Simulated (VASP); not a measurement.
# AlN (a.bB) (F-43m) in VASP: further runs

Runs on AlN (a.bB). Level: PBEsol. Tasks: single point.

Everything below comes from runs of VASP 6.6.1. Logs are shortened: lines on timing, memory, paths and dates and some standing lists are left out, and cuts for length are marked.

### 1 The cell of the first run

The structure is cubic, space group F-43m (No. 216). The conventional cell has a = 4.377 Å, b = 4.377 Å, c = 4.377 Å, α = 90.00°, β = 90.00°, γ = 90.00°. Al (site symmetry -43m) has 4 N at 1.90 Å within 2.5 Å. N (site symmetry -43m) has 4 Al at 1.90 Å within 2.5 Å.

### 2 Single point, PBEsol

INCAR

```
SYSTEM = AlN
ALGO = Normal
EDIFF = 1E-6
ENCUT = 600
GGA = PS
GGA_COMPAT = .FALSE.
ISIF = 2
ISMEAR = 0
LASPH = .TRUE.
LCHARG = .FALSE.
LREAL = .FALSE.
LWAVE = .FALSE.
NBANDS = 11
NELM = 120
PREC = Accurate
SIGMA = 0.02
```

KPOINTS

```
k-points
0
G
  10 10 10
  0 0 0
```

POSCAR

```
AlN
1.0
    0.0000000000      2.1886939034      2.1886939034
    2.1886939034      0.0000000000      2.1886939034
    2.1886939034      2.1886939034      0.0000000000
Al N
1 1
Direct
    0.0000000000      0.0000000000      0.0000000000
    0.2500000000      0.2500000000      0.2500000000
```

Potentials or basis: VASP PAW PBE potentials, release 64 (Al, N).

Launch:

```console
$ cat potpaw_PBE.64/Al/POTCAR potpaw_PBE.64/N/POTCAR > POTCAR
$ mpirun -np 1 vasp_std > vasp.out
```

OUTCAR:

```text
SYSTEM = AlN
   EDIFF = 1E-6
   ENCUT = 600
   GGA = PS
   ISIF = 2
   ISMEAR = 0
   LASPH = .TRUE.
   LREAL = .FALSE.
   NELM = 120
   PREC = Accurate

 ion  position               nearest neighbor table
   1  0.000  0.000  0.000-   2 1.90   2 1.90   2 1.90   2 1.90
   2  0.250  0.250  0.250-   1 1.90   1 1.90   1 1.90   1 1.90

  LATTYP: Found a face centered cubic cell.
 ALAT       =     4.3773878068

  Lattice vectors:

 A1 = (   0.0000000000,   2.1886939034,   2.1886939034)
 A2 = (   2.1886939034,   0.0000000000,   2.1886939034)
 A3 = (   2.1886939034,   2.1886939034,   0.0000000000)

Analysis of symmetry for initial positions (statically):
=====================================================================
 Subroutine PRICEL returns:
 Original cell was already a primitive cell.

 Routine SETGRP: Setting up the symmetry group for a
 face centered cubic supercell.

 Subroutine GETGRP returns: Found 24 space group operations
 (whereof 24 operations were pure point group operations)
 out of a pool of 48 trial point group operations.

The static configuration has the point symmetry T_d .

Analysis of symmetry for dynamics (positions and initial velocities):
=====================================================================
 Subroutine PRICEL returns:
 Original cell was already a primitive cell.

 Routine SETGRP: Setting up the symmetry group for a
 face centered cubic supercell.

 Subroutine GETGRP returns: Found 24 space group operations
 (whereof 24 operations were pure point group operations)
 out of a pool of 48 trial point group operations.

The dynamic configuration has the point symmetry T_d .

 Subroutine INISYM returns: Found 24 space group operations
 (whereof 24 operations are pure point group operations),
 and found     1 'primitive' translations

----------------------------------------------------------------------------------------

                                     Primitive cell

  volume of cell :      20.9694

  direct lattice vectors                    reciprocal lattice vectors
     0.000000000  2.188693903  2.188693903    -0.228446746  0.228446746  0.228446746
     2.188693903  0.000000000  2.188693903     0.228446746 -0.228446746  0.228446746
     2.188693903  2.188693903  0.000000000     0.228446746  0.228446746 -0.228446746

  length of vectors
     3.095280602  3.095280602  3.095280602     0.395681371  0.395681371  0.395681371

  position of ions in fractional coordinates (direct lattice)
     0.000000000  0.000000000  0.000000000
     0.250000000  0.250000000  0.250000000

  ion indices of the primitive-cell ions
   primitive index   ion index
                 1           1
                 2           2

----------------------------------------------------------------------------------------

 KPOINTS: k-points

Automatic generation of k-mesh.
 Grid dimensions read from file:
 generate k-points for:   10   10   10

 Generating k-lattice:

  Cartesian coordinates                     Fractional coordinates (reciprocal lattice)
    -0.022844675  0.022844675  0.022844675     0.100000000  0.000000000  0.000000000
     0.022844675 -0.022844675  0.022844675     0.000000000  0.100000000  0.000000000
     0.022844675  0.022844675 -0.022844675     0.000000000  0.000000000  0.100000000

  Length of vectors
     0.039568137  0.039568137  0.039568137

  Shift w.r.t. Gamma in fractional coordinates (k-lattice)
     0.000000000  0.000000000  0.000000000

 Subroutine IBZKPT returns following result:
 ===========================================

 Found     47 irreducible k-points:

 Following reciprocal coordinates:
            Coordinates               Weight
  0.000000  0.000000  0.000000      1.000000
  0.100000  0.000000  0.000000      8.000000
  0.200000  0.000000  0.000000      8.000000
  0.300000  0.000000  0.000000      8.000000
  0.400000  0.000000  0.000000      8.000000
  0.500000  0.000000  0.000000      4.000000
[... 16 lines left out ...]
  0.300000  0.300000  0.000000      6.000000
  0.400000  0.300000  0.000000     24.000000
 [... further k-points ...]
   k-points           NKPTS =     47   k-points in BZ     NKDIM =     47   number of bands    NBANDS=     11
   number of dos      NEDOS =    301   number of ions     NIONS =      2
   total plane-waves  NPLWV =  21952
   dimension x,y,z NGX =    28 NGY =   28 NGZ =   28
   dimension x,y,z NGXF=    56 NGYF=   56 NGZF=   56
   ions per type =               1   1
   NGX,Y,Z   is equivalent  to a cutoff of  15.04, 15.04, 15.04 a.u.
   NGXF,Y,Z  is equivalent  to a cutoff of  30.08, 30.08, 30.08 a.u.
 SYSTEM =  AlN
   PREC   = accura    normal or accurate (medium, high low for compatibility)
   ISTART =      0    job   : 0-new  1-cont  2-samecut
   ICHARG =      2    charge: 1-file 2-atom 10-const
   ISPIN  =      1    spin polarized calculation?
   LNONCOLLINEAR =      F non collinear calculations
   LSORBIT =      F    spin-orbit coupling
   LASPH  =      T    aspherical Exc in radial PAW
   ENCUT  =  600.0 eV  44.10 Ry    6.64 a.u.   6.18  6.18  6.18*2*pi/ulx,y,z
   NELM   =    120;   NELMIN=  2; NELMDL= -5     # of ELM steps
   EDIFF  = 0.1E-05   stopping-criterion for ELM
   LREAL  =      F    real-space projection
   EDIFFG = 0.1E-04   stopping-criterion for IOM
   NSW    =      0    number of steps for IOM
   IBRION =     -1    ionic relax: 0-MD 1-quasi-New 2-CG
   NFREE  =      0    steps in history (QN), initial steepest desc. (CG)
   ISIF   =      2    stress and relaxation
   ISYM   =      2    0-nonsym 1-usesym 2-fastsym
   POTIM  = 0.5000    time-step for ionic-motion
   TEBEG  =    0.0;   TEEND  =   0.0 temperature during run
   PSTRESS=    0.0 pullay stress
   NELECT =       8.0000    total number of electrons
   NUPDOWN=      -1.0000    fix difference up-down
   EMIN   =  10.00;   EMAX   =-10.00  energy-range for DOS
   EFERMI =   0.00;   METHOD = LEGACY
   ISMEAR =     0;   SIGMA  =   0.02  broadening in eV -4-tet -1-fermi 0-gaus
   EFERMI_NEDOS =   21; number of points for ismear=-14 and -15
   IALGO  =     38    algorithm
   IMIX   =      4    mixing-type and parameters
     AMIX     =   0.40;   BMIX     =  1.00
     AMIX_MAG =   1.60;   BMIX_MAG =  1.00
  volume/ion in A,a.u.               =      10.48        70.75
  Fermi-wavevector in a.u.,A,eV,Ry     =   1.187344  2.243754 19.181292  1.409785
  Thomas-Fermi vector in A             =   2.323497
   LORBIT       =      0    0 simple, 1 ext, 2 COOP (PROOUT), +10 PAW based schemes
   GGA     = PS    functional components
   LHFCALC =     F    Hartree Fock is set to
   AEXX    =    0.0000 exact exchange contribution
   IVDW    =     0    specifies the selected vdW correction
   LEPSILON=     F    determine dielectric tensor
   LRPA    =     F    only Hartree local field effects (RPA)
 non-spin polarized calculation
 Gauss-broadening in eV      SIGMA  =   0.02
  energy-cutoff  :      600.00
  volume of cell :       20.97
 maximum number of plane-waves:       725
 NGX is ok and might be reduce to    28
   NGX = 13   NGY = 13   NGZ = 13

 number of electron       7.9999999 magnetization

 Free energy of the ion-electron system (eV)
  ---------------------------------------------------
  ext. energy  EPLUGINS =         0.00000000
  ---------------------------------------------------
  free energy    TOTEN  =       -15.61303207 eV

  energy without entropy =      -15.61303207  energy(sigma->0) =      -15.61303207

 E-fermi :   5.9314     XC(G=0): -11.1011

 val. band max:        5.8171947536   @ k =   0.0000   0.0000   0.0000
 cond. band min:       9.0013564414   @ k =   0.5000   0.5000   0.0000
 fundamental gap:      3.1841616877
 Fermi energy:         5.9313729397

 k-point     1 :       0.0000    0.0000    0.0000
  band No.  band energies     occupation
      1      -9.1041      2.00000
      2       5.8172      2.00000
      3       5.8172      2.00000
      4       5.8172      2.00000
      5       9.8936      0.00000
      6      18.2231      0.00000
      7      18.2231      0.00000
      8      18.2231      0.00000
      9      23.3533      0.00000
     10      23.3533      0.00000
     11      24.6930      0.00000

 k-point     2 :       0.1000    0.0000    0.0000
  band No.  band energies     occupation
      1      -8.9571      2.00000
      2       4.9970      2.00000
      3       5.7653      2.00000
      4       5.7653      2.00000
      5      10.5595      0.00000
      6      17.8325      0.00000
      7      18.3566      0.00000
      8      18.3566      0.00000
      9      22.0824      0.00000
     10      22.0824      0.00000
     11      23.8870      0.00000

 k-point     3 :       0.2000    0.0000    0.0000
  band No.  band energies     occupation
      1      -8.5385      2.00000
      2       3.3853      2.00000
      3       5.6361      2.00000
      4       5.6361      2.00000
      5      11.6798      0.00000
      6      17.0316      0.00000
      7      18.2866      0.00000
      8      18.2866      0.00000
      9      21.5489      0.00000
     10      21.5489      0.00000
     11      23.0158      0.00000

 k-point     4 :       0.3000    0.0000    0.0000
  band No.  band energies     occupation
      1      -7.9293      2.00000
      2       1.7347      2.00000
      3       5.4881      2.00000
      4       5.4881      2.00000
      5      12.5095      0.00000
      6      16.2769      0.00000
      7      17.6273      0.00000
      8      17.6273      0.00000
      9      22.6004      0.00000
     10      22.6004      0.00000
     11      22.8269      0.00000
[... 239 lines left out ...]
 k-point    22 :      -0.2000    0.2000    0.0000
  band No.  band energies     occupation
      1      -7.7293      2.00000
      2       2.0393      2.00000
      3       4.1141      2.00000
      4       5.5624      2.00000
      5      13.2541      0.00000
      6      15.6194      0.00000
      7      17.0594      0.00000
      8      18.1667      0.00000
      9      20.6234      0.00000
     10      24.0507      0.00000
     11      26.9617      0.00000

 k-point    23 :       0.3000    0.3000    0.0000
  band No.  band energies     occupation
      1      -7.5513      2.00000
      2       2.2856      2.00000
      3       4.5711      2.00000
      4       4.5711      2.00000
      5      11.0183      0.00000
      6      15.3499      0.00000
      7      17.5441      0.00000
      8      20.1487      0.00000
      9      20.1487      0.00000
     10      26.0328      0.00000
     11      29.3687      0.00000

 k-point    24 :       0.4000    0.3000    0.0000
  band No.  band energies     occupation
      1      -7.0840      2.00000
      2       1.6492      2.00000
      3       4.1042      2.00000
      4       4.4070      2.00000
      5      10.6027      0.00000
      6      15.1828      0.00000
      7      17.9141      0.00000
      8      20.2344      0.00000
      9      20.7373      0.00000
     10      26.9411      0.00000
     11      29.1687      0.00000

 [... further k-points ...]

------------------------ aborting loop because EDIFF is reached ----------------------------------------

  FORCE on cell =-STRESS in cart. coord.  units (eV):
  Direction    XX          YY          ZZ          XY          YZ          ZX
  --------------------------------------------------------------------------------------
  -------------------------------------------------------------------------------------
  Total       -0.0161674     -0.0161674     -0.0161674      0.0000000      0.0000000      0.0000000
  in kB       -1.2352791     -1.2352791     -1.2352791      0.0000000      0.0000000      0.0000000
  external PRESSURE =      -1.2352791 kB  Pullay stress =       0.0000000 kB

 VOLUME and BASIS-vectors are now :
 -----------------------------------------------------------------------------
  energy-cutoff  :      600.00
  volume of cell :       20.97
      direct lattice vectors                 reciprocal lattice vectors
     0.000000000  2.188693903  2.188693903    -0.228446746  0.228446746  0.228446746
     2.188693903  0.000000000  2.188693903     0.228446746 -0.228446746  0.228446746
     2.188693903  2.188693903  0.000000000     0.228446746  0.228446746 -0.228446746

 POSITION                                       TOTAL-FORCE (eV/Angst)
 -----------------------------------------------------------------------------------
      0.00000      0.00000      0.00000         0.000000      0.000000      0.000000
      1.09435      1.09435      1.09435        -0.000000     -0.000000     -0.000000
 -----------------------------------------------------------------------------------
    total drift:                                0.000000      0.000000      0.000000

  FREE ENERGIE OF THE ION-ELECTRON SYSTEM (eV)
  ---------------------------------------------------
  free  energy   TOTEN  =       -15.6130320669 eV

  energy  without entropy=      -15.6130320669  energy(sigma->0) =      -15.61303207
```

Wall time 15 s (1 thread of Intel Xeon 6975P-C, shared host); peak memory 0.15 GiB.

What came out:

```
Free energy            : -15.6130 eV
Pressure               : -0.1 GPa
Band gap on the k mesh : 3.18 eV, indirect (least direct gap 4.08 eV)
```

Caveat: the PAW data sets were made with another functional, which shifts forces and pressure a little. A k mesh can miss the band edges.

### 3 Single point, PBEsol

INCAR

```
PREC = Accurate
ENCUT = 600
EDIFF = 1E-6
ISMEAR = 0
SIGMA = 0.02
LREAL = F
LASPH = T
NELM = 120
ALGO = Normal
ISIF = 2
LWAVE = F
LCHARG = F
GGA = PS
NBANDS = 11
GGA_COMPAT = F
```

KPOINTS

```
Automatic mesh
0
Gamma
  10 10 10
```

POSCAR is that of step 2.

Potentials or basis: VASP PAW PBE potentials, release 64 (Al, N).

Launch:

```console
$ cat potpaw_PBE.64/Al/POTCAR potpaw_PBE.64/N/POTCAR > POTCAR
$ mpirun -np 1 vasp_std > vasp.out
```

It took 14 s on 1 thread of Intel Xeon 6975P-C, shared host; peak memory 0.15 GiB.

The run converged. Its results:

```yaml
Free_energy: -15.6130 eV
Pressure: -0.1 GPa
Band_gap_on_the_k_mesh: 3.18 eV, indirect (least direct gap 4.08 eV)
```

Levels at points of the mesh, in eV from the valence-band top:
| k point | band 1 | band 2 | band 3 | band 4 | band 5 | band 6 | band 7 | band 8 | band 9 |
| --- | --- | --- | --- | --- | --- | --- | --- | --- | --- |
| (0.00, 0.00, 0.00) | -14.92 | 0.00 | 0.00 | 0.00 | 4.08 | 12.41 | 12.41 | 12.41 | 17.54 |
| (0.50, 0.00, 0.00) | -12.86 | -5.89 | -0.48 | -0.48 | 7.23 | 9.72 | 11.00 | 11.00 | 17.74 |
| (0.50, 0.50, 0.00) | -12.22 | -4.93 | -1.78 | -1.78 | 3.18 | 8.44 | 13.79 | 15.55 | 15.55 |

Caveat: the PAW data sets were made with another functional, which shifts forces and pressure a little.
